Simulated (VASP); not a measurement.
## AlN (kpat): vibrations by perturbation theory with PBE

AlN (kpat):

```xyz
2
Lattice="0.0000 2.1711 2.1711 2.1711 0.0000 2.1711 2.1711 2.1711 0.0000" Properties=species:S:1:pos:R:3 pbc="T T T"
Al    0.0000    0.0000    0.0000
N     1.0855    1.0855    1.0855
```

```json
{
 "Program": "VASP 6.6.1",
 "Task": "vibrations by perturbation theory",
 "Functional": "PBE",
 "Potentials or basis": "VASP PAW PBE potentials, release 64 (Al, N)",
 "Cutoff": "520 eV",
 "k mesh": "10 × 10 × 10",
 "Occupations": "gaussian, width 0.01 eV",
 "Spin": "no spin polarisation",
 "Dipole correction": "no",
 "Further INCAR settings": "ALGO = Normal; EDIFF = 1e-08; IBRION = 8; NSW = 1"
}
```

The electronic dielectric tensor (diagonal) is 4.54 and the born charges (mean of the diagonal) is Al +2.53; N -2.53 e. The highest phonon frequency at Γ, LO-TO splitting left out is 675 cm⁻¹.

Phonon frequencies in cm⁻¹ (negative: imaginary):
| q point | frequencies |
| --- | --- |
| (0.000, 0.000, 0.000) | 0 0 0 675 675 675 |

Electronic dielectric tensor:
```
4.54 0.00 0.00
0.00 4.54 0.00
0.00 0.00 4.54
```

Born effective charge tensors (e):
atom 1, Al
```
2.53 0.00 0.00
0.00 2.53 0.00
0.00 0.00 2.53
```
atom 2, N
```
-2.53  0.00  0.00
 0.00 -2.53  0.00
 0.00  0.00 -2.53
```

Run time: 3 min on 1 thread of Intel Xeon 8259CL (shared host), peak memory 0.2 GiB.

Caveat: the cell wasn't relaxed at this level first, which shifts response properties.
